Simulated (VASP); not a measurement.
A run of VASP 6.6.1:

INCAR

```
ALGO     = Normal         # electronic algorithm
EDIFF    = 1E-6           # SCF threshold, eV
ENCUT    = 600            # plane-wave cutoff, eV
GGA      = PE             # functional
GGA_COMPAT= F            
ISIF     = 2              # what is computed and relaxed
ISMEAR   = 0              # smearing method
LASPH    = T              # aspherical terms in the spheres
LCHARG   = T              # write CHGCAR
LELF     = T              # ELF
LREAL    = F              # projectors in reciprocal space
LVHAR    = T            
LWAVE    = F              # write WAVECAR
NBANDS   = 46             # bands
NELM     = 120            # most SCF steps
PREC     = Accurate       # precision mode
SIGMA    = 0.1            # smearing width, eV
```

The input KPOINTS:

```
k-points
0
Gamma
  4 2 4
```

File POSCAR:

```
Mg2ZnS3
1.0
    1.8338457474      3.4535294942      0.1528483951
   -5.4829486153      3.4452834898      0.1573263258
   -0.0062312493     -1.8611421116      9.2870507302
Mg Zn S
4 2 6
Direct
    0.6271293131      0.2096365287      0.1909287355
    0.1266723851      0.7099590819      0.1914461049
    0.3247680755      0.1089712782      0.5212114063
    0.8246357439      0.6085424355      0.5210852939
    0.9160806059      0.3045284122      0.8775265468
    0.4155973514      0.8044564456      0.8772641922
    0.4227104180      0.4734856573      0.9863145971
    0.9223307678      0.9730922374      0.9860686483
    0.8389374831      0.2795247781      0.6368407800
    0.3388018302      0.7795735550      0.6365190933
    0.1364870650      0.3790001142      0.3175187188
    0.6361489606      0.8793294759      0.3178758825
```

Potentials or basis: VASP PAW PBE potentials, release 64 (Mg, Zn, S).

Command:

```console
$ cat potpaw_PBE.64/Mg/POTCAR potpaw_PBE.64/Zn/POTCAR potpaw_PBE.64/S/POTCAR > POTCAR
$ mpirun -np 1 vasp_std > vasp.out
```

Hardware: 1 thread of Oxide Virtual Turin-like Processor (shared host).

Q: How long does it take, and how much memory?

A: Run time: 7.1 min on 1 thread of Oxide Virtual Turin-like Processor (shared host), peak memory 0.46 GiB. Counts: scf iterations 15, k points 20.
